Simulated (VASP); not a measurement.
# Pd (Fm-3m) in VASP: single point with LDA

Aim: the single point of Pd with LDA.

Everything below comes from runs of VASP 6.6.1. Logs are shortened: lines on timing, memory, paths and dates and some standing lists are left out, and cuts for length are marked.

### 1 The cell of the first run

It takes space group Fm-3m (No. 225, cubic). Conventional cell: a = 3.842 Å, b = 3.842 Å, c = 3.842 Å, α = 90.00°, β = 90.00°, γ = 90.00°. Pd (site symmetry m-3m) has 12 Pd at 2.72 Å within 3.6 Å.

### 2 Single point, LDA

Contents of INCAR:

```
SYSTEM = Pd
  PREC = Accurate
  ENCUT = 520
  EDIFF = 1E-6
  ISMEAR = -1
  SIGMA = 0.1
  LREAL = .FALSE.
  LASPH = .TRUE.
  NELM = 60
  ALGO = Normal
  ISIF = 2
  LWAVE = .FALSE.
  LCHARG = .FALSE.
  NBANDS = 17
```

Contents of KPOINTS:

```
Automatic mesh
0
G
  13 10 13
  0 0 0
```

Contents of POSCAR:

```
Pd
1.0
   -1.9209563988      1.9209563988      0.0000000000
    0.0000000000      0.0000000000      3.8419127976
    1.9209563988      1.9209563988      0.0000000000
Pd
2
Direct
    0.0000000000      0.0000000000      0.0000000000
    0.5000000000      0.5000000000      0.5000000000
```

Potentials or basis: VASP PAW LDA potentials, release 64 (Pd).

Command:

```bash
> cat potpaw_LDA.64/Pd/POTCAR > POTCAR
> mpirun -np 1 vasp_std > vasp.out
```

OUTCAR:

```text
SYSTEM = Pd
   PREC = Accurate
   ENCUT = 520
   EDIFF = 1E-6
   ISMEAR = -1
   LREAL = .FALSE.
   LASPH = .TRUE.
   NELM = 60
   ISIF = 2

 ion  position               nearest neighbor table
   1  0.000  0.000  0.000-   2 2.72   2 2.72   2 2.72   2 2.72   2 2.72   2 2.72   2 2.72   2 2.72

   2  0.500  0.500  0.500-   1 2.72   1 2.72   1 2.72   1 2.72   1 2.72   1 2.72   1 2.72   1 2.72

  LATTYP: Found a simple tetragonal cell.
 ALAT       =     2.7166425919
 C/A-ratio  =     1.4142135624

  Lattice vectors:

 A1 = (   1.9209563988,  -1.9209563988,   0.0000000000)
 A2 = (   1.9209563988,   1.9209563988,   0.0000000000)
 A3 = (   0.0000000000,   0.0000000000,   3.8419127976)

Analysis of symmetry for initial positions (statically):
=====================================================================
 Subroutine PRICEL returns following result:

  LATTYP: Found a face centered cubic cell.
 ALAT       =     3.8419127976

  Lattice vectors:

 A1 = (   1.9209563988,   0.0000000000,   1.9209563988)
 A2 = (   1.9209563988,   1.9209563988,   0.0000000000)
 A3 = (   0.0000000000,   1.9209563988,   1.9209563988)

   2 primitive cells build up your supercell.

 Routine SETGRP: Setting up the symmetry group for a
 simple tetragonal supercell.

 Subroutine GETGRP returns: Found 16 space group operations
 (whereof 16 operations were pure point group operations)
 out of a pool of 16 trial point group operations.

The static configuration has the point symmetry D_4h.

Analysis of symmetry for dynamics (positions and initial velocities):
=====================================================================
 Subroutine PRICEL returns following result:

  LATTYP: Found a face centered cubic cell.
 ALAT       =     3.8419127976

  Lattice vectors:

 A1 = (   1.9209563988,   0.0000000000,   1.9209563988)
 A2 = (   1.9209563988,   1.9209563988,   0.0000000000)
 A3 = (   0.0000000000,   1.9209563988,   1.9209563988)

   2 primitive cells build up your supercell.

 Routine SETGRP: Setting up the symmetry group for a
 simple tetragonal supercell.

 Subroutine GETGRP returns: Found 16 space group operations
 (whereof 16 operations were pure point group operations)
 out of a pool of 16 trial point group operations.

The dynamic configuration has the point symmetry D_4h.

 Subroutine INISYM returns: Found 16 space group operations
 (whereof 16 operations are pure point group operations),
 and found     2 'primitive' translations

----------------------------------------------------------------------------------------

                                     Primitive cell

  volume of cell :      14.1769

  direct lattice vectors                    reciprocal lattice vectors
     1.920956399  0.000000000  1.920956399     0.260287011 -0.260287011  0.260287011
     1.920956399  1.920956399  0.000000000     0.260287011  0.260287011 -0.260287011
     0.000000000  1.920956399  1.920956399    -0.260287011  0.260287011  0.260287011

  length of vectors
     2.716642592  2.716642592  2.716642592     0.450830328  0.450830328  0.450830328

  position of ions in fractional coordinates (direct lattice)
     0.000000000  0.000000000  0.000000000

  ion indices of the primitive-cell ions
   primitive index   ion index
                 1           1

----------------------------------------------------------------------------------------

 KPOINTS: Automatic mesh

Automatic generation of k-mesh.
 Grid dimensions read from file:
 generate k-points for:   13   10   13

 Generating k-lattice:

  Cartesian coordinates                     Fractional coordinates (reciprocal lattice)
    -0.020022078  0.020022078  0.000000000     0.076923077  0.000000000  0.000000000
     0.000000000  0.000000000  0.026028701     0.000000000  0.100000000  0.000000000
     0.020022078  0.020022078  0.000000000     0.000000000  0.000000000  0.076923077

  Length of vectors
     0.028315494  0.026028701  0.028315494

  Shift w.r.t. Gamma in fractional coordinates (k-lattice)
     0.000000000  0.000000000  0.000000000

 Subroutine IBZKPT returns following result:
 ===========================================

 Found    168 irreducible k-points:

 Following reciprocal coordinates:
            Coordinates               Weight
  0.000000  0.000000  0.000000      1.000000
  0.076923  0.000000  0.000000      4.000000
  0.153846  0.000000  0.000000      4.000000
  0.230769  0.000000  0.000000      4.000000
  0.307692  0.000000  0.000000      4.000000
  0.384615  0.000000  0.000000      4.000000
[... 16 lines left out ...]
  0.076923  0.300000  0.000000      8.000000
  0.153846  0.300000  0.000000      8.000000
 [... further k-points ...]
   k-points           NKPTS =    168   k-points in BZ     NKDIM =    168   number of bands    NBANDS=     17
   number of dos      NEDOS =    301   number of ions     NIONS =      2
   total plane-waves  NPLWV =  12000
   dimension x,y,z NGX =    20 NGY =   30 NGZ =   20
   dimension x,y,z NGXF=    40 NGYF=   60 NGZF=   40
   ions per type =               2
   NGX,Y,Z   is equivalent  to a cutoff of  12.24, 12.98, 12.24 a.u.
   NGXF,Y,Z  is equivalent  to a cutoff of  24.48, 25.96, 24.48 a.u.
 SYSTEM =  Pd
   PREC   = accura    normal or accurate (medium, high low for compatibility)
   ISTART =      0    job   : 0-new  1-cont  2-samecut
   ICHARG =      2    charge: 1-file 2-atom 10-const
   ISPIN  =      1    spin polarized calculation?
   LNONCOLLINEAR =      F non collinear calculations
   LSORBIT =      F    spin-orbit coupling
   LASPH  =      T    aspherical Exc in radial PAW
   ENCUT  =  520.0 eV  38.22 Ry    6.18 a.u.   5.05  7.14  5.05*2*pi/ulx,y,z
   NELM   =     60;   NELMIN=  2; NELMDL= -5     # of ELM steps
   EDIFF  = 0.1E-05   stopping-criterion for ELM
   LREAL  =      F    real-space projection
   EDIFFG = 0.1E-04   stopping-criterion for IOM
   NSW    =      0    number of steps for IOM
   IBRION =     -1    ionic relax: 0-MD 1-quasi-New 2-CG
   NFREE  =      0    steps in history (QN), initial steepest desc. (CG)
   ISIF   =      2    stress and relaxation
   ISYM   =      2    0-nonsym 1-usesym 2-fastsym
   POTIM  = 0.5000    time-step for ionic-motion
   TEBEG  =    0.0;   TEEND  =   0.0 temperature during run
   PSTRESS=    0.0 pullay stress
   NELECT =      20.0000    total number of electrons
   NUPDOWN=      -1.0000    fix difference up-down
   EMIN   =  10.00;   EMAX   =-10.00  energy-range for DOS
   EFERMI =   0.00;   METHOD = LEGACY
   ISMEAR =    -1;   SIGMA  =   0.10  broadening in eV -4-tet -1-fermi 0-gaus
   EFERMI_NEDOS =   21; number of points for ismear=-14 and -15
   IALGO  =     38    algorithm
   IMIX   =      4    mixing-type and parameters
     AMIX     =   0.40;   BMIX     =  1.00
     AMIX_MAG =   1.60;   BMIX_MAG =  1.00
  volume/ion in A,a.u.               =      14.18        95.67
  Fermi-wavevector in a.u.,A,eV,Ry     =   1.457294  2.753887 28.894791  2.123707
  Thomas-Fermi vector in A             =   2.574113
   LORBIT       =      0    0 simple, 1 ext, 2 COOP (PROOUT), +10 PAW based schemes
   GGA     = CA    functional components
   LHFCALC =     F    Hartree Fock is set to
   AEXX    =    0.0000 exact exchange contribution
   IVDW    =     0    specifies the selected vdW correction
   LEPSILON=     F    determine dielectric tensor
   LRPA    =     F    only Hartree local field effects (RPA)
 non-spin polarized calculation
  energy-cutoff  :      520.00
  volume of cell :       28.35
 maximum number of plane-waves:       775
   NGX = 11   NGY = 15   NGZ = 11

 number of electron      20.0000004 magnetization

 Free energy of the ion-electron system (eV)
  ---------------------------------------------------
  ext. energy  EPLUGINS =         0.00000000
  ---------------------------------------------------
  free energy    TOTEN  =       -13.05756167 eV

  energy without entropy =      -12.93859043  energy(sigma->0) =      -12.99807605

 E-fermi :  10.3254     XC(G=0): -13.7604

 val. band max:       10.3240808236   @ k =   0.4615   0.3000   0.3846
 cond. band min:      10.3255138111   @ k =   0.4615   0.3000   0.3846
 fundamental gap:      0.0014329876
 Fermi energy:        10.3254351902

 k-point     1 :       0.0000    0.0000    0.0000
  band No.  band energies     occupation
      1       2.7371      2.00000
      2       4.5103      2.00000
      3       4.8066      2.00000
      4       7.2307      2.00000
      5       7.2340      2.00000
      6       7.2340      2.00000
[... 9 lines left out ...]
     16      27.4264      0.00000
     17      32.3720      0.00000

 k-point     2 :       0.0769    0.0000    0.0000
  band No.  band energies     occupation
      1       2.8860      2.00000
      2       4.6042      2.00000
      3       4.8993      2.00000
      4       7.1705      2.00000
      5       7.2819      2.00000
      6       7.2981      2.00000
[... 9 lines left out ...]
     16      27.6006      0.00000
     17      31.5485      0.00000

 k-point     3 :       0.1538    0.0000    0.0000
  band No.  band energies     occupation
      1       3.3141      2.00000
      2       4.8307      2.00000
      3       5.2031      2.00000
      4       7.0020      2.00000
      5       7.4230      2.00000
      6       7.4661      2.00000
[... 9 lines left out ...]
     16      28.0200      0.00000
     17      29.9590      0.00000

 k-point     4 :       0.2308    0.0000    0.0000
  band No.  band energies     occupation
      1       3.9644      2.00000
      2       5.1246      2.00000
      3       5.6933      2.00000
      4       6.7855      2.00000
      5       7.6116      2.00000
      6       7.6503      2.00000
[... 9 lines left out ...]
     16      28.2726      0.00000
     17      28.3051      0.00000
[... 343 lines left out ...]
      1       3.7994      2.00000
      2       4.9693      2.00000
      3       5.2350      2.00000
      4       6.6452      2.00000
      5       7.7539      2.00000
      6       7.7539      2.00000
[... 9 lines left out ...]
     16      28.6658      0.00000
     17      30.2180      0.00000

 k-point    23 :       0.0769    0.3000    0.0000
  band No.  band energies     occupation
      1       3.9186      2.00000
      2       5.0636      2.00000
      3       5.3208      2.00000
      4       6.6663      2.00000
      5       7.7066      2.00000
      6       7.7359      2.00000
[... 9 lines left out ...]
     16      28.4185      0.00000
     17      29.2098      0.00000

 k-point    24 :       0.1538    0.3000    0.0000
  band No.  band energies     occupation
      1       4.2190      2.00000
      2       5.2155      2.00000
      3       5.6644      2.00000
      4       6.7814      2.00000
      5       7.6248      2.00000
      6       7.6769      2.00000
[... 9 lines left out ...]
     16      26.8697      0.00000
     17      28.8717      0.00000

 [... further k-points ...]
[... 5 lines left out ...]
  --------------------------------------------------------------------------------------
  -------------------------------------------------------------------------------------
  Total        0.0170724      0.0170724      0.0712632      0.0000000      0.0000000     -0.0000000
  in kB        0.9646995      0.9646995      4.0268286      0.0000000      0.0000000     -0.0000000
  external PRESSURE =       1.9854092 kB  Pullay stress =       0.0000000 kB

 VOLUME and BASIS-vectors are now :
 -----------------------------------------------------------------------------
  energy-cutoff  :      520.00
  volume of cell :       28.35
      direct lattice vectors                 reciprocal lattice vectors
    -1.920956399  1.920956399  0.000000000    -0.260287011  0.260287011  0.000000000
     0.000000000  0.000000000  3.841912798     0.000000000  0.000000000  0.260287011
     1.920956399  1.920956399  0.000000000     0.260287011  0.260287011  0.000000000

 POSITION                                       TOTAL-FORCE (eV/Angst)
 -----------------------------------------------------------------------------------
      0.00000      0.00000      0.00000        -0.000000      0.000000      0.000000
      0.00000      1.92096      1.92096         0.000000      0.000000     -0.000000
 -----------------------------------------------------------------------------------
    total drift:                                0.000000     -0.000000      0.000000

  FREE ENERGIE OF THE ION-ELECTRON SYSTEM (eV)
  ---------------------------------------------------
  free  energy   TOTEN  =       -13.0575616658 eV

  energy  without entropy=      -12.9385904350  energy(sigma->0) =      -12.99807605
```

Wall time 30 s (1 thread of AMD EPYC 7R13 (Zen 3), shared host); peak memory 0.14 GiB.

What came out:

* Free energy: -13.0576 eV
* Pressure: 0.2 GPa
* Band gap on the k mesh: zero (band 10 reaches 10.62 eV, above the bottom of band 11 at 9.40 eV)
